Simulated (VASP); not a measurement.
# WS (I4/mmm) in VASP: notebook

Runs on WS. Level: PBE. Tasks: single point.

Everything below comes from runs of VASP 6.6.1. Logs are shortened: lines on timing, memory, paths and dates and some standing lists are left out, and cuts for length are marked.

**1. The cell of the first run**

It takes space group I4/mmm (No. 139, tetragonal). Conventional cell: a = 4.255 Å, b = 4.255 Å, c = 4.883 Å, α = 90.00°, β = 90.00°, γ = 90.00°. W (site symmetry 4/mmm) has 6 S at 2.44 to 3.01 Å within 3.2 Å. S (site symmetry 4/mmm) has 6 W at 2.44 to 3.01 Å within 3.2 Å.

**2. Single point, PBE (volume scaled by 0.96)**

INCAR

```
SYSTEM = WS
ALGO = Normal
EDIFF = 1E-7
ENCUT = 520
GGA = PE
ISIF = 2
ISMEAR = -1
LASPH = .TRUE.
LCHARG = .FALSE.
LREAL = .FALSE.
LWAVE = .FALSE.
NBANDS = 17
NELM = 60
PREC = Accurate
SIGMA = 0.05
```

KPOINTS

```
k-points
0
G
  9 9 9
  0 0 0
```

POSCAR

```
WS
1.0
   -2.1273202747      2.1273202747      2.4412801796
    2.1273202747     -2.1273202747      2.4412801796
    2.1273202747      2.1273202747     -2.4412801796
W S
1 1
Direct
    0.5000000000      0.5000000000      0.0000000000
    0.0000000000      0.0000000000      0.0000000000
```

Potentials or basis: VASP PAW PBE potentials, release 64 (W_sv, S).

On the command line:

```
> cat potpaw_PBE.64/W_sv/POTCAR potpaw_PBE.64/S/POTCAR > POTCAR
> mpirun -np 1 vasp_std > vasp.out
```

OUTCAR:

```text
SYSTEM = WS
   EDIFF = 1E-7
   ENCUT = 520
   GGA = PE
   ISIF = 2
   ISMEAR = -1
   LASPH = .TRUE.
   LREAL = .FALSE.
   NELM = 60
   PREC = Accurate

 ion  position               nearest neighbor table
   1  0.500  0.500  0.000-   2 2.44   2 2.44   2 3.01   2 3.01   2 3.01   2 3.01
   2  0.000  0.000  0.000-   1 2.44   1 2.44   1 3.01   1 3.01   1 3.01   1 3.01

  LATTYP: Found a body centered tetragonal cell.
 ALAT       =     4.2546405494
 C/A-ratio  =     1.1475846908

  Lattice vectors:

 A1 = (  -2.1273202747,   2.1273202747,   2.4412801796)
 A2 = (   2.1273202747,  -2.1273202747,   2.4412801796)
 A3 = (   2.1273202747,   2.1273202747,  -2.4412801796)

Analysis of symmetry for initial positions (statically):
=====================================================================
 Subroutine PRICEL returns:
 Original cell was already a primitive cell.

 Routine SETGRP: Setting up the symmetry group for a
 body centered tetragonal supercell.

 Subroutine GETGRP returns: Found 16 space group operations
 (whereof 16 operations were pure point group operations)
 out of a pool of 16 trial point group operations.

The static configuration has the point symmetry D_4h.

Analysis of symmetry for dynamics (positions and initial velocities):
=====================================================================
 Subroutine PRICEL returns:
 Original cell was already a primitive cell.

 Routine SETGRP: Setting up the symmetry group for a
 body centered tetragonal supercell.

 Subroutine GETGRP returns: Found 16 space group operations
 (whereof 16 operations were pure point group operations)
 out of a pool of 16 trial point group operations.

The dynamic configuration has the point symmetry D_4h.

 Subroutine INISYM returns: Found 16 space group operations
 (whereof 16 operations are pure point group operations),
 and found     1 'primitive' translations

----------------------------------------------------------------------------------------

                                     Primitive cell

  volume of cell :      44.1920

  direct lattice vectors                    reciprocal lattice vectors
    -2.127320275  2.127320275  2.441280180     0.000000000  0.235037482  0.204810576
     2.127320275 -2.127320275  2.441280180     0.235037482  0.000000000  0.204810576
     2.127320275  2.127320275 -2.441280180     0.235037482  0.235037482  0.000000000

[... 75 lines left out ...]
   ISTART =      0    job   : 0-new  1-cont  2-samecut
   ICHARG =      2    charge: 1-file 2-atom 10-const
   ISPIN  =      1    spin polarized calculation?
   LNONCOLLINEAR =      F non collinear calculations
   LSORBIT =      F    spin-orbit coupling
   LASPH  =      T    aspherical Exc in radial PAW
   ENCUT  =  520.0 eV  38.22 Ry    6.18 a.u.   7.20  7.20  7.20*2*pi/ulx,y,z
   NELM   =     60;   NELMIN=  2; NELMDL= -5     # of ELM steps
   EDIFF  = 0.1E-06   stopping-criterion for ELM
   LREAL  =      F    real-space projection
   EDIFFG = 0.1E-05   stopping-criterion for IOM
   NSW    =      0    number of steps for IOM
   IBRION =     -1    ionic relax: 0-MD 1-quasi-New 2-CG
   NFREE  =      0    steps in history (QN), initial steepest desc. (CG)
   ISIF   =      2    stress and relaxation
   ISYM   =      2    0-nonsym 1-usesym 2-fastsym
   POTIM  = 0.5000    time-step for ionic-motion
   TEBEG  =    0.0;   TEEND  =   0.0 temperature during run
   PSTRESS=    0.0 pullay stress
   NELECT =      20.0000    total number of electrons
   NUPDOWN=      -1.0000    fix difference up-down
   EMIN   =  10.00;   EMAX   =-10.00  energy-range for DOS
   EFERMI =   0.00;   METHOD = LEGACY
   ISMEAR =    -1;   SIGMA  =   0.05  broadening in eV -4-tet -1-fermi 0-gaus
   EFERMI_NEDOS =   21; number of points for ismear=-14 and -15
   IALGO  =     38    algorithm
   IMIX   =      4    mixing-type and parameters
     AMIX     =   0.40;   BMIX     =  1.00
     AMIX_MAG =   1.60;   BMIX_MAG =  1.00
  volume/ion in A,a.u.               =      22.10       149.11
  Fermi-wavevector in a.u.,A,eV,Ry     =   1.256909  2.375213 21.494746  1.579819
  Thomas-Fermi vector in A             =   2.390594
   LORBIT       =      0    0 simple, 1 ext, 2 COOP (PROOUT), +10 PAW based schemes
   GGA     = PE    functional components
   LHFCALC =     F    Hartree Fock is set to
   AEXX    =    0.0000 exact exchange contribution
   IVDW    =     0    specifies the selected vdW correction
   LEPSILON=     F    determine dielectric tensor
   LRPA    =     F    only Hartree local field effects (RPA)
 non-spin polarized calculation
  energy-cutoff  :      520.00
  volume of cell :       44.19
 maximum number of plane-waves:      1209
 NGX is ok and might be reduce to    30
   NGX = 15   NGY = 15   NGZ = 15

 number of electron      20.0000001 magnetization

 Free energy of the ion-electron system (eV)
  ---------------------------------------------------
  ext. energy  EPLUGINS =         0.00000000
  ---------------------------------------------------
  free energy    TOTEN  =       -13.94512462 eV

  energy without entropy =      -13.91368189  energy(sigma->0) =      -13.92940326

 E-fermi :   6.4448     XC(G=0): -10.5747

 val. band max:        6.4366962942   @ k =  -0.3333  -0.3333   0.1111
 cond. band min:       6.4625153102   @ k =  -0.3333   0.3333   0.0000
 fundamental gap:      0.0258190159
 Fermi energy:         6.4448368236

 k-point     1 :       0.0000    0.0000    0.0000
  band No.  band energies     occupation
      1     -68.4316      2.00000
      2     -32.7027      2.00000
      3     -32.5091      2.00000
      4     -32.5091      2.00000
      5      -8.4454      2.00000
      6       3.1868      2.00000
[... 457 lines left out ...]
      4     -32.5123      2.00000
      5      -7.7274      2.00000
      6       0.8392      2.00000
[... 9 lines left out ...]
     16      14.6835      0.00000
     17      16.9341      0.00000

 [... further k-points ...]
[... 5 lines left out ...]
  --------------------------------------------------------------------------------------
  -------------------------------------------------------------------------------------
  Total       -5.8361410     -5.8361410     -6.8850888      0.0000000      0.0000000      0.0000000
  in kB     -211.5889505   -211.5889505   -249.6184916      0.0000000      0.0000000      0.0000000
  external PRESSURE =    -224.2654642 kB  Pullay stress =       0.0000000 kB

 VOLUME and BASIS-vectors are now :
 -----------------------------------------------------------------------------
  energy-cutoff  :      520.00
  volume of cell :       44.19
      direct lattice vectors                 reciprocal lattice vectors
    -2.127320275  2.127320275  2.441280180     0.000000000  0.235037482  0.204810576
     2.127320275 -2.127320275  2.441280180     0.235037482  0.000000000  0.204810576
     2.127320275  2.127320275 -2.441280180     0.235037482  0.235037482  0.000000000

 POSITION                                       TOTAL-FORCE (eV/Angst)
 -----------------------------------------------------------------------------------
      0.00000      0.00000      2.44128         0.000000     -0.000000     -0.000000
      0.00000      0.00000      0.00000        -0.000000      0.000000      0.000000
 -----------------------------------------------------------------------------------
    total drift:                                0.000000     -0.000000      0.000000

  FREE ENERGIE OF THE ION-ELECTRON SYSTEM (eV)
  ---------------------------------------------------
  free  energy   TOTEN  =       -13.9451246232 eV

  energy  without entropy=      -13.9136818940  energy(sigma->0) =      -13.92940326
```

stdout:

```text
POSCAR found type information on POSCAR W S
 POSCAR found :  2 types and       2 ions
 scaLAPACK will be used
 LDA part: xc-table for (Slater+PW92), standard interpolation
 POSCAR, INCAR and KPOINTS ok, starting setup
 FFT: planning ... GRIDC
 FFT: planning ... GRID_SOFT
 FFT: planning ... GRID
 WAVECAR not read
 entering main loop
```

It took 32 s on 1 thread of AMD EPYC 9R45 (Zen 5), shared host; peak memory 0.17 GiB.

Results:

```
Free energy            : -13.9451 eV
Pressure               : -22.4 GPa
Band gap on the k mesh : zero (band 10 reaches 6.85 eV, above the bottom of band 11 at 4.64 eV)
```

Stress tensor (GPa, compression positive):
```
-21.16   0.00   0.00
  0.00 -21.16   0.00
  0.00   0.00 -24.96
```

Levels at points of the mesh, in eV from the Fermi level:
```csv
k point,band 6,band 7,band 8,band 9,band 10,band 11,band 12,band 13,band 14,band 15
"(0.00, 0.00, 0.00)",-3.26,-2.82,-2.82,-2.11,-1.80,-1.80,-1.25,-0.37,1.20,8.91
```

Caveat: the cell differs from its parent crystal (volume scaled by 0.96); spin-orbit coupling is left out, which moves the levels of the heavy elements.

**3. Single point, PBE (volume scaled by 0.98)**

INCAR

```
SYSTEM = WS
  PREC = Accurate
  ENCUT = 520
  EDIFF = 1E-6
  ISMEAR = -1
  SIGMA = 0.05
  LREAL = .FALSE.
  LASPH = .TRUE.
  NELM = 80
  ALGO = Normal
  ISIF = 2
  LWAVE = .FALSE.
  LCHARG = .FALSE.
  GGA = PE
  NBANDS = 17
```

KPOINTS

```
regular mesh
0
G
  9 9 9
  0 0 0
```

POSCAR

```
WS
1.0
   -2.1419919126      2.1419919126      2.4581171267
    2.1419919126     -2.1419919126      2.4581171267
    2.1419919126      2.1419919126     -2.4581171267
W S
1 1
Direct
    0.5000000000      0.5000000000      0.0000000000
    0.0000000000      0.0000000000      0.0000000000
```

Potentials or basis: VASP PAW PBE potentials, release 64 (W_sv, S).

On the command line:

```
> cat potpaw_PBE.64/W_sv/POTCAR potpaw_PBE.64/S/POTCAR > POTCAR
> mpirun -np 1 vasp_std > vasp.out
```

It took 27 s on 1 thread of AMD EPYC 9R45 (Zen 5), shared host; peak memory 0.17 GiB.

Results (log left out):

- Free energy: -13.8147 eV
- Pressure: -23.1 GPa
- Band gap on the k mesh: zero (band 10 reaches 6.61 eV, above the bottom of band 11 at 4.48 eV)

Stress tensor (GPa, compression positive):
```
-21.10   0.00   0.00
  0.00 -21.10   0.00
  0.00   0.00 -26.99
```

Levels at points of the mesh, in eV from the Fermi level:
| k point | band 7 | band 8 | band 9 | band 10 | band 11 | band 12 | band 13 | band 14 |
| --- | --- | --- | --- | --- | --- | --- | --- | --- |
| (0.00, 0.00, 0.00) | -2.78 | -2.78 | -2.07 | -1.74 | -1.74 | -1.20 | -0.35 | 1.09 |

Caveat: the cell differs from its parent crystal (volume scaled by 0.98); spin-orbit coupling is left out, which moves the levels of the heavy elements.

**4. Single point, PBE**

This run uses another cell than the first one, of 23.02 Å³/atom, 1.042 times its volume.

INCAR

```
SYSTEM = WS
PREC     = Accurate       ! precision mode
ENCUT    = 520            ! plane-wave cutoff, eV
EDIFF    = 1E-6           ! SCF threshold, eV
ISMEAR   = -1             ! smearing method
SIGMA    = 0.05           ! smearing width, eV
LREAL    = .False.        ! projectors in reciprocal space
LASPH    = .True.         ! aspherical terms in the spheres
NELM     = 60             ! most SCF steps
ALGO     = Normal         ! electronic algorithm
ISIF     = 2              ! what is computed and relaxed
LWAVE    = .False.        ! write WAVECAR
LCHARG   = .True.         ! write CHGCAR
GGA      = PE             ! functional
LELF     = .True.         ! ELF
LVHAR    = .True.       
NBANDS   = 17             ! bands
```

KPOINTS

```
Automatic mesh
0
Gamma
  9 9 9
  0 0 0
```

POSCAR

```
WS
1.0
   -2.1564652700      2.1564652700      2.4747265300
    2.1564652700     -2.1564652700      2.4747265300
    2.1564652700      2.1564652700     -2.4747265300
W S
1 1
Direct
    0.5000000000      0.5000000000      0.0000000000
    0.0000000000      0.0000000000      0.0000000000
```

On the command line:

```
> cat potpaw_PBE.64/W_sv/POTCAR potpaw_PBE.64/S/POTCAR > POTCAR
> mpirun -np 1 vasp_std > vasp.out
```

Wall time 28 s (1 thread of AMD EPYC 9R45 (Zen 5), shared host); peak memory 0.18 GiB.

The run converged. Its results:

```yaml
Free_energy: -13.6811 eV
Pressure: -23.6 GPa
Band_gap_on_the_k_mesh: zero (band 10 reaches 6.38 eV, above the bottom of band 11 at 4.33 eV)
```

Stress tensor (GPa, compression positive):
```
-20.99   0.00   0.00
  0.00 -20.99   0.00
  0.00   0.00 -28.71
```

Levels at points of the mesh, in eV from the Fermi level:
```tsv
k point	band 7	band 8	band 9	band 10	band 11	band 12	band 13	band 14
(0.00, 0.00, 0.00)	-2.74	-2.74	-2.03	-1.68	-1.68	-1.15	-0.33	0.99
```

Caveat: spin-orbit coupling is left out, which moves the levels of the heavy elements.

**5. Single point, PBE (volume scaled by 1.02)**

INCAR

```
PREC     = Accurate       # precision mode
ENCUT    = 520            # plane-wave cutoff, eV
EDIFF    = 1E-7           # SCF threshold, eV
ISMEAR   = -1             # smearing method
SIGMA    = 0.05           # smearing width, eV
LREAL    = False          # projectors in reciprocal space
LASPH    = True           # aspherical terms in the spheres
NELM     = 80             # most SCF steps
ALGO     = Normal         # electronic algorithm
ISIF     = 2              # what is computed and relaxed
LWAVE    = False          # write WAVECAR
LCHARG   = True           # write CHGCAR
GGA      = PE             # functional
LELF     = True           # ELF
LVHAR    = True         
NBANDS   = 17             # bands
```

KPOINTS

```
regular mesh
0
Gamma
  9 9 9
```

POSCAR

```
WS
1.0
   -2.1707469132      2.1707469132      2.4911159250
    2.1707469132     -2.1707469132      2.4911159250
    2.1707469132      2.1707469132     -2.4911159250
W S
1 1
Direct
    0.5000000000      0.5000000000      0.0000000000
    0.0000000000      0.0000000000      0.0000000000
```

On the command line:

```
> cat potpaw_PBE.64/W_sv/POTCAR potpaw_PBE.64/S/POTCAR > POTCAR
> mpirun -np 1 vasp_std > vasp.out
```

It took 31 s on 1 thread of AMD EPYC 9R45 (Zen 5), shared host; peak memory 0.17 GiB.

Results (log left out):

| Item | Value |
| --- | --- |
| Free energy | -13.5448 eV |
| Pressure | -23.9 GPa |
| Band gap on the k mesh | zero (band 10 reaches 6.16 eV, above the bottom of band 11 at 4.18 eV) |

Stress tensor (GPa, compression positive):
```
-20.84   0.00   0.00
  0.00 -20.84   0.00
  0.00   0.00 -30.17
```

Levels at points of the mesh, in eV from the Fermi level:
```tsv
k point	band 6	band 7	band 8	band 9	band 10	band 11	band 12	band 13	band 14	band 15
(0.00, 0.00, 0.00)	-3.22	-2.70	-2.70	-1.99	-1.62	-1.62	-1.10	-0.31	0.90	8.92
```

Caveat: the cell differs from its parent crystal (volume scaled by 1.02); spin-orbit coupling is left out, which moves the levels of the heavy elements.

**6. The runs side by side**

```tsv
cell	gap on the mesh (eV)	pressure (GPa)
a = 3.874 Å, angles 113.4, 113.4, 101.9°, 2 atoms	none	-22.4
a = 3.901 Å, angles 113.4, 113.4, 101.9°, 2 atoms	none	-23.1
a = 3.927 Å, angles 113.4, 113.4, 101.9°, 2 atoms	none	-23.6
a = 3.953 Å, angles 113.4, 113.4, 101.9°, 2 atoms	none	-23.9
```

Alike in all rows: task single point; level PBE; potentials or basis VASP PAW PBE potentials, release 64 (W_sv, S); no spin polarisation; k mesh 9 × 9 × 9; cutoff (eV) 520; smearing fermi-dirac 0.05 eV.

Caveats: spin-orbit coupling is left out, which moves the levels of the heavy elements.

Total energies depend on the potentials used, so only differences within one code and one set of settings carry meaning.
